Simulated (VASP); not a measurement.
# GaN (P6_3mc) in VASP: settings compared, part 2 of 2

VASP 6.6.1. The steps go on from the part before.

## Step 5: Single point, r2SCAN+rVV10

This run uses another cell than the first one, of 11.30 Å³/atom.

POSCAR reads:

```
GaN
1.0
    3.1762494308      0.0000000000      0.0000000000
   -1.5881247154      2.7507126958      0.0000000000
    0.0000000000      0.0000000000      5.1727618457
Ga N
2 2
Direct
    0.3333333333      0.6666666667     -0.0008544753
    0.6666666667      0.3333333333      0.4991455247
    0.3333333333      0.6666666667      0.3758544753
    0.6666666667      0.3333333333      0.8758544753
```

INCAR.step1 reads:

```
PREC = Accurate
ENCUT = 520
ISMEAR = 0
SIGMA = 0.01
LREAL = F
LASPH = T
NELM = 100
NBANDS = 26
GGA = PE
ALGO = Normal
EDIFF = 1E-4
LWAVE = T
LCHARG = F
```

INCAR.step2 reads:

```
PREC = Accurate
ENCUT = 520
EDIFF = 1E-6
ISMEAR = 0
SIGMA = 0.01
LREAL = F
LASPH = T
NELM = 100
ALGO = Normal
ISIF = 2
LWAVE = F
LCHARG = F
METAGGA = R2SCAN
LMIXTAU = T
LUSE_VDW = T
IVDW_NL = 2
BPARAM = 11.95
CPARAM = 0.0093
NBANDS = 26
ISTART = 1
```

KPOINTS reads:

```
Automatic mesh
0
Gamma
  6 6 4
```

Potentials or basis: VASP PAW PBE potentials, release 64 (Ga_d, N).

On the command line:

```sh
$ cat potpaw_PBE.64/Ga_d/POTCAR potpaw_PBE.64/N/POTCAR > POTCAR
$ cp INCAR.step1 INCAR
$ mpirun -np 1 vasp_std > vasp.out
$ cp INCAR.step2 INCAR
$ mpirun -np 1 vasp_std > vasp.out
```

OUTCAR:

```text
PREC = Accurate
   ENCUT = 520
   EDIFF = 1E-6
   ISMEAR = 0
   LREAL = F
   LASPH = T
   NELM = 100
   ISIF = 2
   METAGGA = R2SCAN
   IVDW_NL = 2
   BPARAM = 11.95
   ISTART = 1

 ion  position               nearest neighbor table
   1  0.333  0.667  0.999-   4 1.94   4 1.94   4 1.94   3 1.95
   2  0.667  0.333  0.499-   3 1.94   3 1.94   3 1.94   4 1.95
   3  0.333  0.667  0.376-   2 1.94   2 1.94   2 1.94   1 1.95
   4  0.667  0.333  0.876-   1 1.94   1 1.94   1 1.94   2 1.95

  LATTYP: Found a hexagonal cell.
 ALAT       =     3.1762494308
 C/A-ratio  =     1.6285754499

  Lattice vectors:

 A1 = (   3.1762494308,   0.0000000000,   0.0000000000)
 A2 = (  -1.5881247154,   2.7507126958,   0.0000000000)
 A3 = (   0.0000000000,   0.0000000000,   5.1727618457)

Analysis of symmetry for initial positions (statically):
=====================================================================
 Subroutine PRICEL returns:
 Original cell was already a primitive cell.

 Routine SETGRP: Setting up the symmetry group for a
 hexagonal supercell.

 Subroutine GETGRP returns: Found 12 space group operations
 (whereof  6 operations were pure point group operations)
 out of a pool of 24 trial point group operations.

The static configuration has the point symmetry C_3v.
 The point group associated with its full space group is C_6v.

Analysis of symmetry for dynamics (positions and initial velocities):
=====================================================================
 Subroutine PRICEL returns:
 Original cell was already a primitive cell.

 Routine SETGRP: Setting up the symmetry group for a
 hexagonal supercell.

 Subroutine GETGRP returns: Found 12 space group operations
 (whereof  6 operations were pure point group operations)
 out of a pool of 24 trial point group operations.

The dynamic configuration has the point symmetry C_3v.
 The point group associated with its full space group is C_6v.

 Subroutine INISYM returns: Found 12 space group operations
 (whereof  6 operations are pure point group operations),
 and found     1 'primitive' translations

----------------------------------------------------------------------------------------

                                     Primitive cell

  volume of cell :      45.1942

  direct lattice vectors                    reciprocal lattice vectors
     3.176249431  0.000000000  0.000000000     0.314836735  0.181771074  0.000000000
    -1.588124715  2.750712696  0.000000000     0.000000000  0.363542147  0.000000000
     0.000000000  0.000000000  5.172761846     0.000000000  0.000000000  0.193320325

  length of vectors
     3.176249431  3.176249431  5.172761846     0.363542147  0.363542147  0.193320325

  position of ions in fractional coordinates (direct lattice)
     0.333333333  0.666666667  0.999145525
     0.666666667  0.333333333  0.499145525
     0.333333333  0.666666667  0.375854475
     0.666666667  0.333333333  0.875854475

  ion indices of the primitive-cell ions
   primitive index   ion index
                 1           1
                 2           2
                 3           3
                 4           4

[... 21 lines left out ...]
 Subroutine IBZKPT returns following result:
 ===========================================

 Found     21 irreducible k-points:

 Following reciprocal coordinates:
            Coordinates               Weight
  0.000000  0.000000  0.000000      1.000000
  0.166667  0.000000  0.000000      6.000000
  0.333333  0.000000  0.000000      6.000000
  0.500000  0.000000  0.000000      3.000000
  0.166667  0.166667  0.000000      6.000000
  0.333333  0.166667  0.000000     12.000000
[... 13 lines left out ...]
  0.333333  0.166667  0.500000     12.000000
  0.333333  0.333333  0.500000      2.000000
   k-points           NKPTS =     21   k-points in BZ     NKDIM =     21   number of bands    NBANDS=     26
   number of dos      NEDOS =    301   number of ions     NIONS =      4
   total plane-waves  NPLWV =  23040
   dimension x,y,z NGX =    24 NGY =   24 NGZ =   40
   dimension x,y,z NGXF=    48 NGYF=   48 NGZF=   80
   ions per type =               2   2
   NGX,Y,Z   is equivalent  to a cutoff of  12.56, 12.56, 12.86 a.u.
   NGXF,Y,Z  is equivalent  to a cutoff of  25.12, 25.12, 25.71 a.u.
 SYSTEM =  unknown system
   PREC   = accura    normal or accurate (medium, high low for compatibility)
   ISTART =      1    job   : 0-new  1-cont  2-samecut
   ICHARG =      0    charge: 1-file 2-atom 10-const
   ISPIN  =      1    spin polarized calculation?
   LNONCOLLINEAR =      F non collinear calculations
   LSORBIT =      F    spin-orbit coupling
   LASPH  =      T    aspherical Exc in radial PAW
   ENCUT  =  520.0 eV  38.22 Ry    6.18 a.u.   5.91  5.91  9.62*2*pi/ulx,y,z
   NELM   =    100;   NELMIN=  2; NELMDL=  0     # of ELM steps
   EDIFF  = 0.1E-05   stopping-criterion for ELM
   LREAL  =      F    real-space projection
   EDIFFG = 0.1E-04   stopping-criterion for IOM
   NSW    =      0    number of steps for IOM
   IBRION =     -1    ionic relax: 0-MD 1-quasi-New 2-CG
   NFREE  =      0    steps in history (QN), initial steepest desc. (CG)
   ISIF   =      2    stress and relaxation
   ISYM   =      2    0-nonsym 1-usesym 2-fastsym
   POTIM  = 0.5000    time-step for ionic-motion
   TEBEG  =    0.0;   TEEND  =   0.0 temperature during run
   PSTRESS=    0.0 pullay stress
   NELECT =      36.0000    total number of electrons
   NUPDOWN=      -1.0000    fix difference up-down
   EMIN   =  10.00;   EMAX   =-10.00  energy-range for DOS
   EFERMI =   0.00;   METHOD = LEGACY
   ISMEAR =     0;   SIGMA  =   0.01  broadening in eV -4-tet -1-fermi 0-gaus
   EFERMI_NEDOS =   21; number of points for ismear=-14 and -15
   IALGO  =     38    algorithm
   IMIX   =      4    mixing-type and parameters
     AMIX     =   0.40;   BMIX     =  1.00
     AMIX_MAG =   1.60;   BMIX_MAG =  1.00
  volume/ion in A,a.u.               =      11.30        76.25
  Fermi-wavevector in a.u.,A,eV,Ry     =   1.517568  2.867788 31.334399  2.303013
  Thomas-Fermi vector in A             =   2.626806
   LORBIT       =      0    0 simple, 1 ext, 2 COOP (PROOUT), +10 PAW based schemes
   METAGGA = R2SCAN    functional components
   LHFCALC =     F    Hartree Fock is set to
   AEXX    =    0.0000 exact exchange contribution
   IVDW_NL    =     2    kernel type
   BPARAM     =11.9500
   IVDW    =     0    specifies the selected vdW correction
   LEPSILON=     F    determine dielectric tensor
   LRPA    =     F    only Hartree local field effects (RPA)
 non-spin polarized calculation
 Gauss-broadening in eV      SIGMA  =   0.01
  energy-cutoff  :      520.00
  volume of cell :       45.19
 maximum number of plane-waves:      1244
 NGX is ok and might be reduce to    24
   NGX = 11   NGY = 11   NGZ = 19

 number of electron      36.0000004 magnetization

 Free energy of the ion-electron system (eV)
  ---------------------------------------------------
  ext. energy  EPLUGINS =         0.00000000
  ---------------------------------------------------
  free energy    TOTEN  =       -42.82583160 eV

  energy without entropy =      -42.82583160  energy(sigma->0) =      -42.82583160

 E-fermi :   5.2801     XC(G=0): -12.7538

 val. band max:        5.1600781915   @ k =   0.0000   0.0000   0.0000
 cond. band min:       7.5094183316   @ k =   0.0000   0.0000   0.0000
 fundamental gap:      2.3493401401
 Fermi energy:         5.2801390216

 k-point     1 :       0.0000    0.0000    0.0000
  band No.  band energies     occupation
      1     -11.7180      2.00000
      2     -10.6778      2.00000
      3      -8.6547      2.00000
      4      -8.6381      2.00000
      5      -8.6381      2.00000
      6      -8.5680      2.00000
[... 598 lines left out ...]
     25      19.9015      0.00000
     26      19.9015      0.00000

------------------------ aborting loop because EDIFF is reached ----------------------------------------

  FORCE on cell =-STRESS in cart. coord.  units (eV):
  Direction    XX          YY          ZZ          XY          YZ          ZX
  --------------------------------------------------------------------------------------
  -------------------------------------------------------------------------------------
  Total        0.3083015      0.3083015      0.2626141      0.0000000      0.0000000      0.0000000
  in kB       10.9295904     10.9295904      9.3099275      0.0000000      0.0000000      0.0000000
  external PRESSURE =      10.3897028 kB  Pullay stress =       0.0000000 kB

 VOLUME and BASIS-vectors are now :
 -----------------------------------------------------------------------------
  energy-cutoff  :      520.00
  volume of cell :       45.19
      direct lattice vectors                 reciprocal lattice vectors
     3.176249431  0.000000000  0.000000000     0.314836735  0.181771074  0.000000000
    -1.588124715  2.750712696  0.000000000     0.000000000  0.363542147  0.000000000
     0.000000000  0.000000000  5.172761846     0.000000000  0.000000000  0.193320325

 POSITION                                       TOTAL-FORCE (eV/Angst)
 -----------------------------------------------------------------------------------
     -0.00000      1.83381      5.16834         0.000000      0.000000      0.004568
      1.58812      0.91690      2.58196        -0.000000      0.000000      0.004568
     -0.00000      1.83381      1.94421        -0.000000     -0.000000     -0.004568
      1.58812      0.91690      4.53059        -0.000000     -0.000000     -0.004568
 -----------------------------------------------------------------------------------
    total drift:                                0.000002      0.000004      0.036792

  FREE ENERGIE OF THE ION-ELECTRON SYSTEM (eV)
  ---------------------------------------------------
  free  energy   TOTEN  =       -42.8258315984 eV

  energy  without entropy=      -42.8258315984  energy(sigma->0) =      -42.82583160
```

Wall time 3.9 min (1 thread of Intel Xeon 8259CL, shared host); peak memory 0.28 GiB.

Results:

```
Free energy            : -42.8258 eV
Pressure               : 1.0 GPa
Largest force          : 0.005 eV/Å
Band gap on the k mesh : 2.35 eV
```

Forces on the atoms (eV/Å):
```
Ga   0.000  0.000  0.005
Ga   0.000  0.000  0.005
N    0.000  0.000 -0.005
N    0.000  0.000 -0.005
```

Levels at points of the mesh, in eV from the valence-band top:
```csv
k point,band 14,band 15,band 16,band 17,band 18,band 19,band 20,band 21,band 22,band 23
"(0.00, 0.00, 0.00)",-1.08,-1.08,-0.04,0.00,0.00,2.35,4.83,9.95,10.61,10.61
"(0.50, 0.00, 0.00)",-5.43,-4.34,-2.87,-2.27,-1.04,5.55,6.13,6.52,9.39,11.07
"(0.00, 0.00, 0.50)",-3.95,-0.55,-0.55,-0.55,-0.55,4.78,4.78,9.18,9.18,11.12
"(0.50, 0.00, 0.50)",-6.77,-2.03,-2.03,-1.97,-1.97,4.87,4.87,8.44,8.44,10.76
```

Caveat: the PAW data sets were made with another functional, which shifts forces and pressure a little. r2SCAN opens gaps a little over a GGA but as a rule still falls short of measured ones.

## Step 6: Overview

| level | cell | gap on the mesh (eV) | pressure (GPa) |
| --- | --- | --- | --- |
| revPBE+D3(BJ) | a = 3.192, b = 3.192, c = 5.202 Å, angles 90.0, 90.0, 120.0°, 4 atoms | 1.92 | -0.2 |
| PBE | a = 3.218, b = 3.218, c = 5.242 Å, angles 90.0, 90.0, 120.0°, 4 atoms | 1.72 | 0.2 |
| RPBE | a = 3.244, b = 3.244, c = 5.282 Å, angles 90.0, 90.0, 120.0°, 4 atoms | 1.62 | -0.1 |
| r2SCAN+rVV10 | a = 3.176, b = 3.176, c = 5.173 Å, angles 90.0, 90.0, 120.0°, 4 atoms | 2.35 | 1.0 |

Alike in all rows: task single point; potentials or basis VASP PAW PBE potentials, release 64 (Ga_d, N); no spin polarisation; k mesh 6 × 6 × 4; cutoff (eV) 520; smearing gaussian 0.01 eV.

Caveats: the PAW data sets were made with another functional, which shifts forces and pressure a little (at least some runs).

Absolute energies hang on the potentials; compare differences alone.

## Step 7: Comparison with measurements

Step 2. Measured gap of GaN: 3.503 eV (direct; quoted in “Studying electronic properties in GaN without electrical contacts using γ-γ vs e−-γ Perturbed Angular Correlations”, 2019, pmc:6823545). This calculation gives 1.92 eV (-1.59 eV). Spin-orbit coupling on Ga is left out. The value is that of revPBE+D3(BJ), without temperature or zero-point motion. Semilocal functionals fall short of measured gaps as a rule.

Step 3. Measured gap of GaN: 3.503 eV (direct; quoted in “Studying electronic properties in GaN without electrical contacts using γ-γ vs e−-γ Perturbed Angular Correlations”, 2019, pmc:6823545). This calculation gives 1.72 eV (-1.78 eV). So large a miss can be the level of theory's own, or it may mean another phase, state or a wrong row. Spin-orbit coupling on Ga is left out. The value is that of PBE, without temperature or zero-point motion. Semilocal functionals fall short of measured gaps as a rule.

Step 4. Measured gap of GaN: 3.503 eV (direct; quoted in “Studying electronic properties in GaN without electrical contacts using γ-γ vs e−-γ Perturbed Angular Correlations”, 2019, pmc:6823545). This calculation gives 1.62 eV (-1.88 eV). So large a miss can be the level of theory's own, or it may mean another phase, state or a wrong row. Spin-orbit coupling on Ga is left out. The value is that of RPBE, without temperature or zero-point motion. Semilocal functionals fall short of measured gaps as a rule.
